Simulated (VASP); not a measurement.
# Os (P6_3/mmc) in VASP: notebook, part 2 of 2

VASP 6.6.1. Earlier steps stand in the parts before.

## (3) Single point, r2SCAN

This run uses another cell than the first one, of 13.89 Å³/atom, 1.007 times its volume.

File POSCAR:

```
Os
1.0
    2.7294680232      0.0000000000      0.0000000000
   -1.3647340116      2.3637886469      0.0000000000
    0.0000000000      0.0000000000      4.3041851012
Os
2
Direct
    0.3333333333      0.6666666667      0.2500000000
    0.6666666667      0.3333333333      0.7500000000
```

File INCAR.step1:

```
SYSTEM = Os
PREC = Accurate
ENCUT = 520
ISMEAR = -1
SIGMA = 0.05
LREAL = .False.
LASPH = .True.
NELM = 60
NBANDS = 15
GGA = PE
ALGO = Normal
EDIFF = 1E-4
LWAVE = .True.
LCHARG = .False.
```

File INCAR.step2:

```
SYSTEM = Os
PREC = Accurate
ENCUT = 520
EDIFF = 1E-6
ISMEAR = -1
SIGMA = 0.05
LREAL = .False.
LASPH = .True.
NELM = 60
ALGO = Normal
ISIF = 2
LWAVE = .False.
LCHARG = .True.
METAGGA = R2SCAN
LMIXTAU = .True.
LELF = .True.
LVHAR = .True.
NBANDS = 15
ISTART = 1
```

File KPOINTS:

```
Automatic mesh
0
Gamma
  20 20 12
  0 0 0
```

Potentials or basis: VASP PAW PBE potentials, release 64 (Os).

Command:

```bash
$ cat potpaw_PBE.64/Os/POTCAR > POTCAR
$ cp INCAR.step1 INCAR
$ mpirun -np 1 vasp_std > vasp.out
$ cp INCAR.step2 INCAR
$ mpirun -np 1 vasp_std > vasp.out
```

Run time: 3.7 min. Hardware: 1 thread of Intel Xeon 6975P-C, shared host; peak memory 0.23 GiB.

The run converged. Its results:

```
Free energy            : -106.0105 eV
Pressure               : 5.1 GPa
Band gap on the k mesh : zero (band 8 reaches 11.57 eV, above the bottom of band 9 at 7.39 eV)
```

Levels at points of the mesh, in eV from the Fermi level:
```
           k point  band 4  band 5  band 6  band 7  band 8  band 9  band 10  band 11  band 12  band 13
(0.00, 0.00, 0.00)   -3.25   -2.96   -2.37   -2.37   -1.72   -1.72    -0.01     1.73     1.73     9.65
(0.50, 0.00, 0.00)   -3.80   -3.12   -2.76   -2.00    2.08    2.67     2.81     4.60     5.99     9.89
(0.00, 0.00, 0.50)   -3.79   -3.47   -3.47   -3.47   -3.47    0.89     0.89     0.89     0.89    14.40
(0.50, 0.00, 0.50)   -5.67   -1.33   -1.33   -0.22   -0.22    2.44     2.44     3.42     3.42     9.68
```

Caveat: the PAW data sets were made with another functional, which shifts forces and pressure a little; spin-orbit coupling is left out, which moves the levels of the heavy elements.

## (4) Single point, r2SCAN

This run uses another cell than the first one, of 13.95 Å³/atom, 1.011 times its volume.

File POSCAR:

```
Os
1.0
    2.7338766842      0.0000000000      0.0000000000
   -1.3669383421      2.3676066593      0.0000000000
    0.0000000000      0.0000000000      4.3101583078
Os
2
Direct
    0.3333333333      0.6666666667      0.2500000000
    0.6666666667      0.3333333333      0.7500000000
```

File INCAR.step1:

```
PREC = Accurate ; ENCUT = 520
ISMEAR = -1 ; SIGMA = 0.05
LREAL = False ; LASPH = True
NELM = 60 ; NBANDS = 15
GGA = PE ; ALGO = Normal
EDIFF = 1E-4 ; LWAVE = True
LCHARG = False
```

File INCAR.step2:

```
PREC = Accurate ; ENCUT = 520
EDIFF = 1E-6 ; ISMEAR = -1
SIGMA = 0.05 ; LREAL = False
LASPH = True ; NELM = 60
ALGO = Normal ; ISIF = 2
LWAVE = False ; LCHARG = False
METAGGA = R2SCAN ; LMIXTAU = True
NBANDS = 15 ; ISTART = 1
```

File KPOINTS:

```
regular mesh
0
Gamma
  20 20 12
```

Command:

```bash
$ cat potpaw_PBE.64/Os/POTCAR > POTCAR
$ cp INCAR.step1 INCAR
$ mpirun -np 1 vasp_std > vasp.out
$ cp INCAR.step2 INCAR
$ mpirun -np 1 vasp_std > vasp.out
```

Wall time 3.2 min (1 thread of Intel Xeon 6975P-C, shared host); peak memory 0.24 GiB.

The run converged. Its results:

```yaml
Free_energy: -106.0138 eV
Pressure: 3.0 GPa
Band_gap_on_the_k_mesh: zero (band 8 reaches 11.48 eV, above the bottom of band 9 at 7.33 eV)
```

Levels at points of the mesh, in eV from the Fermi level:
| k point | band 6 | band 7 | band 8 | band 9 | band 10 | band 11 |
| --- | --- | --- | --- | --- | --- | --- |
| (0.00, 0.00, 0.00) | -2.35 | -2.35 | -1.71 | -1.71 | 0.00 | 1.72 |
| (0.50, 0.00, 0.00) | -2.75 | -1.99 | 2.06 | 2.65 | 2.79 | 4.56 |
| (0.00, 0.00, 0.50) | -3.45 | -3.45 | -3.45 | 0.88 | 0.88 | 0.88 |
| (0.50, 0.00, 0.50) | -1.32 | -0.22 | -0.22 | 2.42 | 2.42 | 3.40 |

Caveat: the PAW data sets were made with another functional, which shifts forces and pressure a little; spin-orbit coupling is left out, which moves the levels of the heavy elements.

## (5) Single point, r2SCAN

This run uses another cell than the first one, of 13.98 Å³/atom, 1.014 times its volume.

File POSCAR:

```
Os
1.0
    2.7360050286      0.0000000000      0.0000000000
   -1.3680025143      2.3694498596      0.0000000000
    0.0000000000      0.0000000000      4.3130597141
Os
2
Direct
    0.3333333333      0.6666666667      0.2500000000
    0.6666666667      0.3333333333      0.7500000000
```

File INCAR.step1:

```
  ALGO = Normal
  EDIFF = 1E-4
  ENCUT = 520
  GGA = PE
  ISMEAR = -1
  LASPH = T
  LCHARG = F
  LREAL = F
  LWAVE = T
  NBANDS = 15
  NELM = 100
  PREC = Accurate
  SIGMA = 0.05
```

File INCAR.step2:

```
  ALGO = Normal
  EDIFF = 1E-6
  ENCUT = 520
  ISIF = 2
  ISMEAR = -1
  ISTART = 1
  LASPH = T
  LCHARG = F
  LMIXTAU = T
  LREAL = F
  LWAVE = F
  METAGGA = R2SCAN
  NBANDS = 15
  NELM = 100
  PREC = Accurate
  SIGMA = 0.05
```

File KPOINTS:

```
k-points
0
Gamma
  20 20 12
```

Potentials or basis: VASP PAW PBE potentials, release 64 (Os).

Command:

```bash
$ cat potpaw_PBE.64/Os/POTCAR > POTCAR
$ cp INCAR.step1 INCAR
$ mpirun -np 1 vasp_std > vasp.out
$ cp INCAR.step2 INCAR
$ mpirun -np 1 vasp_std > vasp.out
```

OUTCAR:

```text
EDIFF = 1E-6
   ENCUT = 520
   ISIF = 2
   ISMEAR = -1
   ISTART = 1
   LASPH = T
   LREAL = F
   METAGGA = R2SCAN
   NELM = 100
   PREC = Accurate

 ion  position               nearest neighbor table
   1  0.333  0.667  0.250-   2 2.67   2 2.67   2 2.67   2 2.67   2 2.67   2 2.67
   2  0.667  0.333  0.750-   1 2.67   1 2.67   1 2.67   1 2.67   1 2.67   1 2.67

  LATTYP: Found a hexagonal cell.
 ALAT       =     2.7360050286
 C/A-ratio  =     1.5764078169

  Lattice vectors:

 A1 = (   2.7360050286,   0.0000000000,   0.0000000000)
[... 610 lines left out ...]
     10      10.4507      0.00000
     11      11.7546      0.00000
     12      18.3036      0.00000
     13      18.9617      0.00000
     14      21.9070      0.00000
     15      23.9815      0.00000

 [... further k-points ...]
[... 5 lines left out ...]
  --------------------------------------------------------------------------------------
  -------------------------------------------------------------------------------------
  Total        0.3483709      0.3483709      0.3559852      0.0000000     -0.0000000      0.0000000
  in kB       19.9619300     19.9619300     20.3982376      0.0000000     -0.0000000      0.0000000
  external PRESSURE =      20.1073659 kB  Pullay stress =       0.0000000 kB

 VOLUME and BASIS-vectors are now :
 -----------------------------------------------------------------------------
  energy-cutoff  :      520.00
  volume of cell :       27.96
      direct lattice vectors                 reciprocal lattice vectors
     2.736005029  0.000000000  0.000000000     0.365496404  0.211019447  0.000000000
    -1.368002514  2.369449860  0.000000000     0.000000000  0.422038895  0.000000000
     0.000000000  0.000000000  4.313059714     0.000000000  0.000000000  0.231853966

 POSITION                                       TOTAL-FORCE (eV/Angst)
 -----------------------------------------------------------------------------------
     -0.00000      1.57963      1.07826         0.000000     -0.000000      0.000000
      1.36800      0.78982      3.23479         0.000000      0.000000      0.000000
 -----------------------------------------------------------------------------------
    total drift:                               -0.000000      0.000000     -0.000000

  FREE ENERGIE OF THE ION-ELECTRON SYSTEM (eV)
  ---------------------------------------------------
  free  energy   TOTEN  =      -106.0148327331 eV

  energy  without entropy=     -106.0073061384  energy(sigma->0) =     -106.01106944
```

OSZICAR.step1:

```text
N       E                     dE             d eps       ncg     rms          rms(c)
DAV:   1     0.102851618564E+03    0.10285E+03   -0.74973E+03  9248   0.103E+03
DAV:   2    -0.190622818159E+02   -0.12191E+03   -0.10650E+03  9380   0.327E+02
DAV:   3    -0.238591203893E+02   -0.47968E+01   -0.46236E+01 12523   0.569E+01
DAV:   4    -0.238957877056E+02   -0.36667E-01   -0.36460E-01  9975   0.511E+00
DAV:   5    -0.238959840857E+02   -0.19638E-03   -0.19637E-03 12579   0.347E-01    0.234E+01
DAV:   6    -0.228227178776E+02    0.10733E+01   -0.86836E-01 11739   0.794E+00    0.107E+01
DAV:   7    -0.224989039627E+02    0.32381E+00   -0.62635E-01 11935   0.660E+00    0.522E-01
DAV:   8    -0.224935047614E+02    0.53992E-02   -0.63962E-03  9464   0.604E-01    0.343E-01
DAV:   9    -0.224907752311E+02    0.27295E-02   -0.16612E-03 11235   0.405E-01    0.452E-02
DAV:  10    -0.224907960377E+02   -0.20807E-04   -0.59292E-05  7819   0.706E-02
   1 F= -.22490796E+02 E0= -.22486795E+02  d E =-.800196E-02
```

Wall time 3.4 min (1 thread of Intel Xeon 6975P-C, shared host); peak memory 0.24 GiB.

Results:

```yaml
Free_energy: -106.0148 eV
Pressure: 2.0 GPa
Band_gap_on_the_k_mesh: zero (band 8 reaches 11.44 eV, above the bottom of band 9 at 7.30 eV)
```

Caveat: the PAW data sets were made with another functional, which shifts forces and pressure a little; spin-orbit coupling is left out, which moves the levels of the heavy elements.

## (6) The runs side by side

```csv
cell,gap on the mesh (eV),pressure (GPa)
"a = 2.723, b = 2.723, c = 4.296 Å, angles 90.0, 90.0, 120.0°, 2 atoms",none,8.2
"a = 2.729, b = 2.729, c = 4.304 Å, angles 90.0, 90.0, 120.0°, 2 atoms",none,5.1
"a = 2.734, b = 2.734, c = 4.310 Å, angles 90.0, 90.0, 120.0°, 2 atoms",none,3.0
"a = 2.736, b = 2.736, c = 4.313 Å, angles 90.0, 90.0, 120.0°, 2 atoms",none,2.0
```

Alike in all rows: task single point; level r2SCAN; potentials or basis VASP PAW PBE potentials, release 64 (Os); no spin polarisation; k mesh 20 × 20 × 12; cutoff (eV) 520; smearing fermi-dirac 0.05 eV.

Caveats: the PAW data sets were made with another functional, which shifts forces and pressure a little; spin-orbit coupling is left out, which moves the levels of the heavy elements.

Absolute energies hang on the potentials; compare differences alone.
